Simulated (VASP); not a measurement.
Here is a VASP 6.6.1 calculation.

File INCAR:

```
PREC = Accurate
ENCUT = 500
EDIFF = 1E-6
ISMEAR = 0
SIGMA = 0.01
LREAL = F
LASPH = T
NELM = 120
ALGO = Normal
ISIF = 2
LWAVE = F
LCHARG = F
GGA = RE
NBANDS = 20
GGA_COMPAT = F
```

File KPOINTS:

```
Automatic mesh
0
Gamma
  6 6 4
```

POSCAR

```
SnSe2
1.0
    3.8110000000      0.0000000000      0.0000000000
   -1.9055000000      3.3004228138      0.0000000000
    0.0000000000      0.0000000000      6.1360000000
Sn Se
1 2
Direct
    0.0000000000      0.0000000000      0.0000000000
    0.3333333333      0.6666666667      0.2490000000
    0.6666666667      0.3333333333      0.7510000000
```

Potentials or basis: VASP PAW PBE potentials, release 64 (Sn_d, Se).

Run with:

```sh
$ cat potpaw_PBE.64/Sn_d/POTCAR potpaw_PBE.64/Se/POTCAR > POTCAR
$ mpirun -np 1 vasp_std > vasp.out
```

(1) What does it give for the largest force?

(2) Predict the pressure.

(3) What does it give for the band gap on the k mesh?

Answers

(1) 0.825 eV/Å.

(2) 7.0 GPa.

(3) 0.87 eV, indirect (least direct gap 1.19 eV).

Caveat: the PAW data sets were made with another functional, which shifts forces and pressure a little; spin-orbit coupling is left out, which moves the levels of the heavy elements; this functional lacks dispersion, which binds the layers, so the pressure and a relaxed spacing across them are unreliable.
